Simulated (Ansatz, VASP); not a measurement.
**Two plane-wave programs on C**

```
C
1.0
     1.92608    0.00000    0.00000
     0.00000    1.92608    0.00000
     0.00000    0.00000    1.92608
C
1
Direct
  0.00000 0.00000 0.00000
```

Alike in both runs: task relaxation of cell and atoms; functional r2SCAN; k mesh 16 × 16 × 16; occupations fermi-dirac, width 0.1 eV; no spin polarisation.

|  | VASP | Ansatz |
| --- | --- | --- |
| version | VASP 6.6.1 | Ansatz 0.2.0 |
| potentials or method | VASP PAW PBE potentials, release 64 (C), cutoff 600 eV | plane waves (500 eV) with PAW, scalar-relativistic |
| valence electrons in the cell | 4 | 4 |

|  | VASP | Ansatz | Ansatz less VASP |
| --- | --- | --- | --- |
| relaxed volume (Å³/atom) | 5.54 | 5.54 | 0.000 |
| relaxed length of the cell vector where the two differ most in proportion (Å) | 1.770 | 1.770 | 0.0000 |

VASP's potentials were made for PBE, not for r2SCAN.

Noted on VASP's run: the volume moved by over 15 % at a fixed basis, so the end points are rough.
